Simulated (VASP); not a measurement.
# TiN (Osbornite) (Fm-3m) in VASP: single point with PBEsol+D4

Aim: the single point of TiN (Osbornite) with PBEsol+D4.

All numbers are computed with VASP 6.6.1; they aren't measurements. Logs are shortened: lines on timing, memory, paths and dates and some standing lists are left out, and cuts for length are marked.

## Step 1: The cell of the first run

The structure is cubic, space group Fm-3m (No. 225). Conventional cell: a = 4.238 Å, b = 4.238 Å, c = 4.238 Å, α = 90.00°, β = 90.00°, γ = 90.00°. Within 2.8 Å of Ti (site symmetry m-3m) lie 6 N at 2.12 Å. N (site symmetry m-3m) has 6 Ti at 2.12 Å within 2.8 Å.

## Step 2: Single point, PBEsol+D4

File INCAR:

```
PREC = Accurate
ENCUT = 600
EDIFF = 1E-6
ISMEAR = -1
SIGMA = 0.1
LREAL = False
LASPH = True
NELM = 120
ALGO = Normal
ISIF = 2
LWAVE = False
LCHARG = True
GGA = PS
IVDW = 13
LELF = True
LVHAR = True
NBANDS = 16
GGA_COMPAT = False
```

File KPOINTS:

```
Automatic mesh
0
Gamma
  12 12 12
```

File POSCAR:

```
TiN
1.0
    0.0000000000      2.1190000000      2.1190000000
    2.1190000000      0.0000000000      2.1190000000
    2.1190000000      2.1190000000      0.0000000000
Ti N
1 1
Direct
    0.0000000000      0.0000000000      0.0000000000
    0.5000000000      0.5000000000      0.5000000000
```

Potentials or basis: VASP PAW PBE potentials, release 64 (Ti_sv, N).

Launch:

```console
$ cat potpaw_PBE.64/Ti_sv/POTCAR potpaw_PBE.64/N/POTCAR > POTCAR
$ mpirun -np 1 vasp_std > vasp.out
```

OUTCAR:

```text
PREC = Accurate
   ENCUT = 600
   EDIFF = 1E-6
   ISMEAR = -1
   LREAL = False
   LASPH = True
   NELM = 120
   ISIF = 2
   GGA = PS
   IVDW = 13

 ion  position               nearest neighbor table
   1  0.000  0.000  0.000-   2 2.12   2 2.12   2 2.12   2 2.12   2 2.12   2 2.12
   2  0.500  0.500  0.500-   1 2.12   1 2.12   1 2.12   1 2.12   1 2.12   1 2.12

  LATTYP: Found a face centered cubic cell.
 ALAT       =     4.2380000000

  Lattice vectors:

 A1 = (   0.0000000000,   2.1190000000,   2.1190000000)
 A2 = (   2.1190000000,   0.0000000000,   2.1190000000)
 A3 = (   2.1190000000,   2.1190000000,   0.0000000000)

Analysis of symmetry for initial positions (statically):
=====================================================================
 Subroutine PRICEL returns:
 Original cell was already a primitive cell.

 Routine SETGRP: Setting up the symmetry group for a
 face centered cubic supercell.

 Subroutine GETGRP returns: Found 48 space group operations
 (whereof 48 operations were pure point group operations)
 out of a pool of 48 trial point group operations.

The static configuration has the point symmetry O_h .

Analysis of symmetry for dynamics (positions and initial velocities):
=====================================================================
 Subroutine PRICEL returns:
 Original cell was already a primitive cell.

 Routine SETGRP: Setting up the symmetry group for a
 face centered cubic supercell.

 Subroutine GETGRP returns: Found 48 space group operations
 (whereof 48 operations were pure point group operations)
 out of a pool of 48 trial point group operations.

The dynamic configuration has the point symmetry O_h .

 Subroutine INISYM returns: Found 48 space group operations
 (whereof 48 operations are pure point group operations),
 and found     1 'primitive' translations

----------------------------------------------------------------------------------------

                                     Primitive cell

  volume of cell :      19.0293

  direct lattice vectors                    reciprocal lattice vectors
     0.000000000  2.119000000  2.119000000    -0.235960359  0.235960359  0.235960359
     2.119000000  0.000000000  2.119000000     0.235960359 -0.235960359  0.235960359
     2.119000000  2.119000000  0.000000000     0.235960359  0.235960359 -0.235960359

  length of vectors
     2.996718539  2.996718539  2.996718539     0.408695330  0.408695330  0.408695330

  position of ions in fractional coordinates (direct lattice)
     0.000000000  0.000000000  0.000000000
     0.500000000  0.500000000  0.500000000

  ion indices of the primitive-cell ions
   primitive index   ion index
                 1           1
                 2           2

----------------------------------------------------------------------------------------

 KPOINTS: Automatic mesh

Automatic generation of k-mesh.
 Grid dimensions read from file:
 generate k-points for:   12   12   12

 Generating k-lattice:

  Cartesian coordinates                     Fractional coordinates (reciprocal lattice)
    -0.019663363  0.019663363  0.019663363     0.083333333  0.000000000  0.000000000
     0.019663363 -0.019663363  0.019663363     0.000000000  0.083333333  0.000000000
     0.019663363  0.019663363 -0.019663363     0.000000000  0.000000000  0.083333333

  Length of vectors
     0.034057944  0.034057944  0.034057944

  Shift w.r.t. Gamma in fractional coordinates (k-lattice)
     0.000000000  0.000000000  0.000000000

 Subroutine IBZKPT returns following result:
 ===========================================

 Found     72 irreducible k-points:

 Following reciprocal coordinates:
            Coordinates               Weight
  0.000000  0.000000  0.000000      1.000000
  0.083333  0.000000  0.000000      8.000000
  0.166667  0.000000  0.000000      8.000000
  0.250000  0.000000  0.000000      8.000000
  0.333333  0.000000  0.000000      8.000000
  0.416667  0.000000  0.000000      8.000000
[... 16 lines left out ...]
  0.500000  0.166667  0.000000     24.000000
 -0.416667  0.166667  0.000000     24.000000
 [... further k-points ...]
   k-points           NKPTS =     72   k-points in BZ     NKDIM =     72   number of bands    NBANDS=     16
   number of dos      NEDOS =    301   number of ions     NIONS =      2
   total plane-waves  NPLWV =  13824
   dimension x,y,z NGX =    24 NGY =   24 NGZ =   24
   dimension x,y,z NGXF=    48 NGYF=   48 NGZF=   48
   ions per type =               1   1
   NGX,Y,Z   is equivalent  to a cutoff of  13.31, 13.31, 13.31 a.u.
   NGXF,Y,Z  is equivalent  to a cutoff of  26.63, 26.63, 26.63 a.u.
 SYSTEM =  unknown system
   PREC   = accura    normal or accurate (medium, high low for compatibility)
   ISTART =      0    job   : 0-new  1-cont  2-samecut
   ICHARG =      2    charge: 1-file 2-atom 10-const
   ISPIN  =      1    spin polarized calculation?
   LNONCOLLINEAR =      F non collinear calculations
   LSORBIT =      F    spin-orbit coupling
   LASPH  =      T    aspherical Exc in radial PAW
   ENCUT  =  600.0 eV  44.10 Ry    6.64 a.u.   5.99  5.99  5.99*2*pi/ulx,y,z
   NELM   =    120;   NELMIN=  2; NELMDL= -5     # of ELM steps
   EDIFF  = 0.1E-05   stopping-criterion for ELM
   LREAL  =      F    real-space projection
   EDIFFG = 0.1E-04   stopping-criterion for IOM
   NSW    =      0    number of steps for IOM
   IBRION =     -1    ionic relax: 0-MD 1-quasi-New 2-CG
   NFREE  =      0    steps in history (QN), initial steepest desc. (CG)
   ISIF   =      2    stress and relaxation
   ISYM   =      2    0-nonsym 1-usesym 2-fastsym
   POTIM  = 0.5000    time-step for ionic-motion
   TEBEG  =    0.0;   TEEND  =   0.0 temperature during run
   PSTRESS=    0.0 pullay stress
   NELECT =      17.0000    total number of electrons
   NUPDOWN=      -1.0000    fix difference up-down
   EMIN   =  10.00;   EMAX   =-10.00  energy-range for DOS
   EFERMI =   0.00;   METHOD = LEGACY
   ISMEAR =    -1;   SIGMA  =   0.10  broadening in eV -4-tet -1-fermi 0-gaus
   EFERMI_NEDOS =   21; number of points for ismear=-14 and -15
   IALGO  =     38    algorithm
   IMIX   =      4    mixing-type and parameters
     AMIX     =   0.40;   BMIX     =  1.00
     AMIX_MAG =   1.60;   BMIX_MAG =  1.00
  volume/ion in A,a.u.               =       9.51        64.21
  Fermi-wavevector in a.u.,A,eV,Ry     =   1.576704  2.979539 33.824024  2.485996
  Thomas-Fermi vector in A             =   2.677497
   LORBIT       =      0    0 simple, 1 ext, 2 COOP (PROOUT), +10 PAW based schemes
   GGA     = PS    functional components
   LHFCALC =     F    Hartree Fock is set to
   AEXX    =    0.0000 exact exchange contribution
   IVDW    =    13    specifies the selected vdW correction
   LEPSILON=     F    determine dielectric tensor
   LRPA    =     F    only Hartree local field effects (RPA)
 non-spin polarized calculation
  energy-cutoff  :      600.00
  volume of cell :       19.03
 maximum number of plane-waves:       650
   NGX = 11   NGY = 11   NGZ = 11

 number of electron      17.0000001 magnetization

 Free energy of the ion-electron system (eV)
  ---------------------------------------------------
  ext. energy  EPLUGINS =         0.00000000
  ---------------------------------------------------
  free energy    TOTEN  =       -20.78824305 eV

  energy without entropy =      -20.76182010  energy(sigma->0) =      -20.77503158

 E-fermi :  11.3136     XC(G=0): -13.2369

 val. band max:       11.2915618659   @ k =   0.1667   0.0000   0.0000
 cond. band min:      11.3342021077   @ k =   0.0833   0.0833   0.0000
 fundamental gap:      0.0426402418
 Fermi energy:        11.3136440108

 k-point     1 :       0.0000    0.0000    0.0000
  band No.  band energies     occupation
      1     -46.2603      2.00000
      2     -22.3384      2.00000
      3     -22.3384      2.00000
      4     -22.3384      2.00000
      5      -5.7095      2.00000
      6       9.3259      2.00000
[... 8 lines left out ...]
     15      24.4084      0.00000
     16      31.1000      0.00000

 k-point     2 :       0.0833    0.0000    0.0000
  band No.  band energies     occupation
      1     -46.2536      2.00000
      2     -22.3852      2.00000
      3     -22.3423      2.00000
      4     -22.3423      2.00000
      5      -5.5723      2.00000
      6       8.5839      2.00000
[... 8 lines left out ...]
     15      24.5135      0.00000
     16      30.9103      0.00000

 k-point     3 :       0.1667    0.0000    0.0000
  band No.  band energies     occupation
      1     -46.2353      2.00000
      2     -22.5113      2.00000
      3     -22.3529      2.00000
      4     -22.3529      2.00000
      5      -5.1844      2.00000
      6       7.2210      2.00000
[... 8 lines left out ...]
     15      24.5214      0.00000
     16      30.1670      0.00000

 k-point     4 :       0.2500    0.0000    0.0000
  band No.  band energies     occupation
      1     -46.2101      2.00000
      2     -22.6793      2.00000
      3     -22.3673      2.00000
      4     -22.3673      2.00000
      5      -4.6129      2.00000
      6       5.7828      2.00000
[... 8 lines left out ...]
     15      24.2146      0.00000
     16      28.8440      0.00000
[... 324 lines left out ...]
 k-point    22 :       0.4167    0.1667    0.0000
  band No.  band energies     occupation
      1     -46.1645      2.00000
      2     -22.8534      2.00000
      3     -22.4590      2.00000
      4     -22.4396      2.00000
      5      -3.8290      2.00000
      6       4.3916      2.00000
[... 8 lines left out ...]
     15      24.2939      0.00000
     16      25.9724      0.00000

 k-point    23 :       0.5000    0.1667    0.0000
  band No.  band energies     occupation
      1     -46.1515      2.00000
      2     -22.9236      2.00000
      3     -22.4896      2.00000
      4     -22.4348      2.00000
      5      -3.4931      2.00000
      6       3.9472      2.00000
[... 8 lines left out ...]
     15      24.4993      0.00000
     16      25.2764      0.00000

 k-point    24 :      -0.4167    0.1667    0.0000
  band No.  band energies     occupation
      1     -46.1498      2.00000
      2     -22.9310      2.00000
      3     -22.5115      2.00000
      4     -22.4191      2.00000
      5      -3.4034      2.00000
      6       3.8138      2.00000
[... 8 lines left out ...]
     15      24.2940      0.00000
     16      25.2911      0.00000

 [... further k-points ...]

------------------------ aborting loop because EDIFF is reached ----------------------------------------

  DFT-D4 for vdW energy calculation

  Edisp (eV):   -0.36390

  FORCE on cell =-STRESS in cart. coord.  units (eV):
  Direction    XX          YY          ZZ          XY          YZ          ZX
  --------------------------------------------------------------------------------------
  -------------------------------------------------------------------------------------
  Total      -1.22127    -1.22127    -1.22127     0.00000    -0.00000     0.00000
  in kB    -102.82530  -102.82530  -102.82530     0.00000    -0.00000     0.00000
  external pressure =     -102.83 kB  Pullay stress =        0.00 kB

 VOLUME and BASIS-vectors are now :
 -----------------------------------------------------------------------------
  energy-cutoff  :      600.00
  volume of cell :       19.03
      direct lattice vectors                 reciprocal lattice vectors
     0.000000000  2.119000000  2.119000000    -0.235960359  0.235960359  0.235960359
     2.119000000  0.000000000  2.119000000     0.235960359 -0.235960359  0.235960359
     2.119000000  2.119000000  0.000000000     0.235960359  0.235960359 -0.235960359

 POSITION                                       TOTAL-FORCE (eV/Angst)
 -----------------------------------------------------------------------------------
      0.00000      0.00000      0.00000        -0.000000     -0.000000     -0.000000
      2.11900      2.11900      2.11900         0.000000      0.000000      0.000000
 -----------------------------------------------------------------------------------
    total drift:                                0.000000     -0.000000     -0.000000

  FREE ENERGIE OF THE ION-ELECTRON SYSTEM (eV)
  ---------------------------------------------------
  free  energy   TOTEN  =       -21.1521399067 eV

  energy  without entropy=      -21.1257169562  energy(sigma->0) =      -21.13892843
```

It took 25 s on 1 thread of Intel Xeon Platinum 8375C at 2.90GHz (Ice Lake), shared host; peak memory 0.15 GiB.

Results:

```
Free energy                : -21.1521 eV
Pressure                   : -10.3 GPa
Dispersion energy per atom : -0.182 eV
```

Caveat: the PAW data sets were made with another functional, which shifts forces and pressure a little; pairwise dispersion overbinds metals, which lowers pressure and volume.
